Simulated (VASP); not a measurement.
C, 10 atoms in the cell. The typed cell holds 10 atoms: a = 2.519 Å, b = 2.519 Å, c = 10.420 Å, α = 95.55°, β = 94.16°, γ = 60.00°. 

```yaml
Program: VASP 6.6.1
Task: single point
Functional: PBE
Potentials_or_basis: VASP PAW PBE potentials, release 64 (C)
Cutoff: 520 eV
k_mesh: 10 × 10 × 3
Occupations: gaussian, width 0.05 eV
Spin: no spin polarisation
Dipole_correction: no
Further_INCAR_settings: ALGO = Normal; EDIFF = 1e-06; NBANDS = 31
```

Potentials or basis: VASP PAW PBE potentials, release 64 (C).

Launch:

```console
$ cat potpaw_PBE.64/C/POTCAR > POTCAR
$ mpirun -np 1 vasp_std > vasp.out
```

Hardware: 1 thread of Intel(R) Xeon(R) 6975P-C (Granite Rapids), on a shared host.

Q: Estimate the wall time of this run.

A: Wall time 110 s on 1 thread of Intel(R) Xeon(R) 6975P-C (Granite Rapids) (shared host), peak memory 0.28 GiB. Counts: scf iterations 13, k points 152.
